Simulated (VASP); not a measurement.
Ir:

```
Ir
1.0
     2.78556    0.00000    0.00000
    -1.39278    2.41236    0.00000
     0.00000    0.00000    9.10235
Ir
4
Cartesian
  1.3928 2.4124 9.1023
  1.3928 2.4124 4.5512
  0.0000 1.6082 2.2756
  1.3928 0.8041 6.8268
```

Base run:

* Program: VASP 6.6.1
* Functional: BLYP
* Potentials or basis: VASP PAW PBE potentials, release 64 (Ir)
* Cutoff: 520 eV
* k mesh: 15 × 15 × 4
* Occupations: fermi-dirac, width 0.1 eV
* Spin: no spin polarisation

Its results: band gap on the k mesh zero (band 18 reaches 10.54 eV, above the bottom of band 19 at 8.33 eV); pressure 2.3 GPa.

**Question.** The run is repeated on the same cell with these changes: potentials or basis from VASP PAW PBE potentials, release 64 (Ir) to VASP PAW PBE potentials, release 64 (Ir_sv_GW); cutoff from 520 eV to 500 eV; further incar settings from ALGO = Normal; EDIFF = 1e-07; NBANDS = 26 to ALGO = Normal; EDIFF = 1e-06; NBANDS = 42; valence electrons from 36 to 68. What comes out?

**Answer.** Band gap on the k mesh zero (band 34 reaches 12.86 eV, above the bottom of band 35 at 10.64 eV); pressure -1.5 GPa.

Caveats: the PAW data sets were made with another functional, which shifts forces and pressure a little; spin-orbit coupling is left out, which moves the levels of the heavy elements.
